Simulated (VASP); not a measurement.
# Ga (Cmcm) in VASP: further runs, part 2 of 2

VASP 6.6.1. The steps go on from the part before.

**4. Single point, PBEsol**

This run uses another cell than the first one, of 18.68 Å³/atom.

INCAR

```
ALGO = Fast ; EDIFF = 1E-6
ENCUT = 520 ; GGA = PS
ISIF = 2 ; ISMEAR = 0
LASPH = True ; LCHARG = False
LREAL = False ; LWAVE = False
NBANDS = 20 ; NELM = 80
PREC = Accurate ; SIGMA = 0.1
```

KPOINTS

```
k-points
0
Gamma
  16 16 14
```

POSCAR

```
Ga
1.0
    1.4500000000     -4.0650000000      0.0000000000
    1.4500000000      4.0650000000      0.0000000000
    0.0000000000      0.0000000000      3.1700000000
Ga
2
Direct
    0.8670000000      0.1330000000      0.2500000000
    0.1330000000      0.8670000000      0.7500000000
```

Potentials or basis: VASP PAW PBE potentials, release 64 (Ga_d).

Launch:

```bash
cat potpaw_PBE.64/Ga_d/POTCAR > POTCAR
mpirun -np 1 vasp_std > vasp.out
```

OUTCAR:

```text
EDIFF = 1E-6
   ENCUT = 520
   GGA = PS
   ISIF = 2
   ISMEAR = 0
   LASPH = True
   LREAL = False
   NELM = 80
   PREC = Accurate

 ion  position               nearest neighbor table
   1  0.867  0.133  0.250-   2 2.68   2 2.68   2 2.87   2 2.87   2 2.87   2 2.87
   2  0.133  0.867  0.750-   1 2.68   1 2.68   1 2.87   1 2.87   1 2.87   1 2.87

  LATTYP: Found a base centered orthorhombic cell.
 ALAT       =     2.9000000000
 B/A-ratio  =     2.8034482759
 C/A-ratio  =     1.0931034483

  Lattice vectors:

 A1 = (   1.4500000000,  -4.0650000000,   0.0000000000)
 A2 = (   1.4500000000,   4.0650000000,   0.0000000000)
 A3 = (   0.0000000000,   0.0000000000,   3.1700000000)

Analysis of symmetry for initial positions (statically):
=====================================================================
 Subroutine PRICEL returns:
 Original cell was already a primitive cell.

 Routine SETGRP: Setting up the symmetry group for a
 base centered orthorhombic supercell.

 Subroutine GETGRP returns: Found  8 space group operations
 (whereof  4 operations were pure point group operations)
 out of a pool of  8 trial point group operations.
[... 157 lines left out ...]

 Free energy of the ion-electron system (eV)
  ---------------------------------------------------
  ext. energy  EPLUGINS =         0.00000000
  ---------------------------------------------------
  free energy    TOTEN  =        -6.65031506 eV

  energy without entropy =       -6.64547134  energy(sigma->0) =       -6.64789320

 E-fermi :   5.4969     XC(G=0): -11.1575

 val. band max:        5.4951392729   @ k =  -0.1250   0.1250   0.5000
 cond. band min:       5.4977090536   @ k =   0.5000   0.1250   0.4286
 fundamental gap:      0.0025697807
 Fermi energy:         5.4969308870

 k-point     1 :       0.0000    0.0000    0.0000
  band No.  band energies     occupation
      1      -9.6379      2.00000
      2      -9.6131      2.00000
      3      -9.5432      2.00000
      4      -9.5292      2.00000
      5      -9.3370      2.00000
      6      -9.3206      2.00000
[... 541 lines left out ...]
     19      16.4159      0.00000
     20      17.1349      0.00000

 [... further k-points ...]
[... 5 lines left out ...]
  --------------------------------------------------------------------------------------
  -------------------------------------------------------------------------------------
  Total       -0.7579866     -0.4023997     -0.1604862      0.0000000      0.0000000      0.0000000
  in kB      -32.4978234    -17.2524351     -6.8806658      0.0000000      0.0000000      0.0000000
  external PRESSURE =     -18.8769748 kB  Pullay stress =       0.0000000 kB

 VOLUME and BASIS-vectors are now :
 -----------------------------------------------------------------------------
  energy-cutoff  :      520.00
  volume of cell :       37.37
      direct lattice vectors                 reciprocal lattice vectors
     1.450000000 -4.065000000  0.000000000     0.344827586 -0.123001230  0.000000000
     1.450000000  4.065000000  0.000000000     0.344827586  0.123001230  0.000000000
     0.000000000  0.000000000  3.170000000     0.000000000  0.000000000  0.315457413

 POSITION                                       TOTAL-FORCE (eV/Angst)
 -----------------------------------------------------------------------------------
      1.45000     -2.98371      0.79250         0.000000      0.196575     -0.000000
      1.45000      2.98371      2.37750         0.000000     -0.196575      0.000000
 -----------------------------------------------------------------------------------
    total drift:                                0.000000      0.000000     -0.000000

  FREE ENERGIE OF THE ION-ELECTRON SYSTEM (eV)
  ---------------------------------------------------
  free  energy   TOTEN  =        -6.6503150594 eV

  energy  without entropy=       -6.6454713398  energy(sigma->0) =       -6.64789320
```

stdout:

```text
POSCAR found type information on POSCAR Ga
 POSCAR found :  1 types and       2 ions
 scaLAPACK will be used
 -----------------------------------------------------------------------------
|                                                                             |
|                                                                             |
|     You enforced a specific xc type in the INCAR file but a different       |
|     I HOPE YOU KNOW WHAT YOU ARE DOING!                                     |
|                                                                             |
 -----------------------------------------------------------------------------

 LDA part: xc-table for (Slater+PW92), standard interpolation
 POSCAR, INCAR and KPOINTS ok, starting setup
 FFT: planning ... GRIDC
 FFT: planning ... GRID_SOFT
 FFT: planning ... GRID
 WAVECAR not read
 entering main loop
WARNING in EDDRMM: call to ZHEGV failed, returncode =   8  4     16
WARNING in EDDRMM: call to ZHEGV failed, returncode =   8  4     17
WARNING in EDDRMM: call to ZHEGV failed, returncode =   6  3     15
```

Run time: 8.5 min. Hardware: 1 thread of Intel Xeon 8259CL, shared host; peak memory 0.44 GiB.

Results:

```yaml
Free_energy: -6.6503 eV
Pressure: -1.9 GPa
Largest_force: 0.197 eV/Å
Band_gap_on_the_k_mesh: zero (bands 13 and 14 overlap by 9.37 eV)
```

Forces on the atoms (eV/Å):
```
Ga   0.000  0.197  0.000
Ga   0.000 -0.197  0.000
```

Levels at points of the mesh, in eV from the Fermi level:
| k point | band 11 | band 12 | band 13 | band 14 | band 15 | band 16 |
| --- | --- | --- | --- | --- | --- | --- |
| (0.00, 0.00, 0.00) | -11.25 | -2.28 | -1.59 | 2.88 | 6.57 | 7.82 |
| (0.50, 0.00, 0.00) | -6.71 | -5.43 | -1.77 | -0.44 | 6.49 | 6.71 |
| (0.50, 0.50, 0.00) | -9.22 | -8.59 | 5.12 | 5.78 | 5.85 | 7.07 |
| (0.00, 0.00, 0.50) | -7.42 | -7.42 | 1.85 | 1.85 | 2.49 | 2.49 |
| (0.50, 0.00, 0.50) | -3.06 | -3.06 | -1.61 | -1.61 | 1.86 | 1.86 |
| (0.50, 0.50, 0.50) | -5.60 | -5.60 | -4.25 | -4.25 | 9.58 | 9.58 |

Caveat: the PAW data sets were made with another functional, which shifts forces and pressure a little.

**5. Single point, PBEsol**

This run uses another cell than the first one, of 18.68 Å³/atom.

INCAR

```
SYSTEM = Ga
PREC     = Accurate       ! precision mode
ENCUT    = 520            ! plane-wave cutoff, eV
EDIFF    = 1E-6           ! SCF threshold, eV
ISMEAR   = 0              ! smearing method
SIGMA    = 0.1            ! smearing width, eV
LREAL    = .FALSE.        ! projectors in reciprocal space
LASPH    = .TRUE.         ! aspherical terms in the spheres
NELM     = 80             ! most SCF steps
ALGO     = Fast           ! electronic algorithm
ISIF     = 2              ! what is computed and relaxed
LWAVE    = .FALSE.        ! write WAVECAR
LCHARG   = .FALSE.        ! write CHGCAR
GGA      = PS             ! functional
NBANDS   = 20             ! bands
```

KPOINTS

```
regular mesh
0
G
  16 16 14
  0 0 0
```

POSCAR

```
Ga
1.0
    1.4500000000     -4.0650000000      0.0000000000
    1.4500000000      4.0650000000      0.0000000000
    0.0000000000      0.0000000000      3.1700000000
Ga
2
Direct
    0.8641376748      0.1358623252      0.2500000000
    0.1358623252      0.8641376748      0.7500000000
```

Launch:

```bash
cat potpaw_PBE.64/Ga_d/POTCAR > POTCAR
mpirun -np 1 vasp_std > vasp.out
```

Wall time 8.6 min (1 thread of Intel Xeon 8259CL, shared host); peak memory 0.44 GiB.

It converged, with:

```
Free energy            : -6.6548 eV
Pressure               : -1.9 GPa
Band gap on the k mesh : zero (bands 13 and 14 overlap by 9.13 eV)
```

Stress tensor (GPa, compression positive):
```
-2.76  0.00  0.00
 0.00 -2.35  0.00
 0.00  0.00 -0.70
```

Levels at points of the mesh, in eV from the Fermi level:
```csv
k point,band 9,band 10,band 11,band 12,band 13,band 14,band 15,band 16,band 17,band 18
"(0.00, 0.00, 0.00)",-14.77,-14.63,-11.28,-2.25,-1.60,2.86,6.54,7.65,8.90,10.42
"(0.50, 0.00, 0.00)",-14.69,-14.68,-6.68,-5.51,-1.81,-0.37,6.58,6.76,8.76,9.17
"(0.50, 0.50, 0.00)",-14.74,-14.69,-9.37,-8.45,4.95,5.74,6.01,7.09,7.14,9.36
"(0.00, 0.00, 0.50)",-14.70,-14.70,-7.44,-7.44,1.78,1.78,2.57,2.57,10.29,10.29
"(0.50, 0.00, 0.50)",-14.68,-14.68,-3.03,-3.03,-1.69,-1.69,1.90,1.90,4.18,4.18
"(0.50, 0.50, 0.50)",-14.76,-14.76,-5.68,-5.68,-4.18,-4.18,9.55,9.55,11.41,11.41
```

Caveat: the PAW data sets were made with another functional, which shifts forces and pressure a little.

**6. The runs side by side**

| cell | gap on the mesh (eV) | pressure (GPa) | largest force (eV/Å) |
| --- | --- | --- | --- |
| a = 4.183, b = 4.183, c = 3.314 Å, angles 90.0, 90.0, 141.8°, 2 atoms, atomic positions A | none | 0.1 | - |
| a = 4.224, b = 4.224, c = 3.347 Å, angles 90.0, 90.0, 141.8°, 2 atoms, atomic positions A | none | -1.6 | 0.01 |
| a = 4.316, b = 4.316, c = 3.170 Å, angles 90.0, 90.0, 140.7°, 2 atoms, atomic positions B | none | -1.9 | 0.20 |
| a = 4.316, b = 4.316, c = 3.170 Å, angles 90.0, 90.0, 140.7°, 2 atoms, atomic positions C | none | -1.9 | - |

Alike in all rows: task single point; level PBEsol; potentials or basis VASP PAW PBE potentials, release 64 (Ga_d); no spin polarisation; k mesh 16 × 16 × 14; cutoff (eV) 520; smearing gaussian 0.1 eV.

Caveats: the PAW data sets were made with another functional, which shifts forces and pressure a little.

Total energies depend on the potentials used, so only differences within one code and one set of settings carry meaning.
